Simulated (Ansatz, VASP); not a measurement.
## Two plane-wave programs on Ru

```xyz
4
Lattice="3.7051 0.0000 0.0000 -1.8525 3.2087 0.0000 0.0000 0.0000 5.4392" Properties=species:S:1:pos:R:3 pbc="T T T"
Ru    0.0000    0.0000    2.7196
Ru    0.0000    0.0000    0.0000
Ru    0.0000    2.1391    4.0794
Ru    1.8525    1.0696    1.3598
```

Alike in both runs: task relaxation of cell and atoms; functional PBE; k mesh 6 × 6 × 4; occupations gaussian, width 0.1 eV; no spin polarisation.

|  | VASP | Ansatz |
| --- | --- | --- |
| version | VASP 6.6.1 | Ansatz 0.2.0 |
| potentials or method | VASP PAW PBE potentials, release 64 (Ru_pv), cutoff 600 eV | scalar-relativistic, plane waves, PAW |
| valence electrons in the cell | 56 | 64 |

```tsv
	VASP	Ansatz	Ansatz less VASP
gap on the k mesh at the Fermi level, each at its own relaxed structure (eV)	none	none	-
relaxed volume (Å³/atom)	16.20	16.18	-0.021
relaxed length of the cell vector where the two differ most in proportion (Å)	5.359	5.375	+0.0155
```

A gap of «none» marks a metal or a gap that the smearing closes. VASP's potentials hold 56 valence electrons a cell and Ansatz's 64, so a difference there can come from the potentials and not from the codes.
